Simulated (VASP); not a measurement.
A run of VASP 6.6.1:

File INCAR:

```
SYSTEM = LiF
ALGO     = Normal         ! electronic algorithm
EDIFF    = 1E-6           ! SCF threshold, eV
ENCUT    = 520            ! plane-wave cutoff, eV
GGA      = PE             ! functional
ISIF     = 2              ! what is computed and relaxed
ISMEAR   = 0              ! smearing method
LASPH    = .True.         ! aspherical terms in the spheres
LCHARG   = .False.        ! write CHGCAR
LREAL    = .False.        ! projectors in reciprocal space
LWAVE    = .False.        ! write WAVECAR
NBANDS   = 12             ! bands
NELM     = 80             ! most SCF steps
PREC     = Accurate       ! precision mode
SIGMA    = 0.05           ! smearing width, eV
```

KPOINTS

```
k-points
0
Gamma
  14 14 14
  0 0 0
```

File POSCAR:

```
LiF
1.0
    0.0000000000      2.0340222043      2.0340222043
    2.0340222043      0.0000000000      2.0340222043
    2.0340222043      2.0340222043      0.0000000000
Li F
1 1
Direct
    0.0000000000      0.0000000000      0.0000000000
    0.5000000000      0.5000000000      0.5000000000
```

Potentials or basis: VASP PAW PBE potentials, release 64 (Li_sv, F).

Command:

```bash
$ cat potpaw_PBE.64/Li_sv/POTCAR potpaw_PBE.64/F/POTCAR > POTCAR
$ mpirun -np 1 vasp_std > vasp.out
```

Hardware: 1 thread of AMD EPYC 9R14 (Zen 4), on a shared host.

Question: How long does it take, and how much memory?

Answer: Run time: 13 s on 1 thread of AMD EPYC 9R14 (Zen 4), with other jobs on the host, peak memory 0.11 GiB. Counts: scf iterations 12, k points 104.
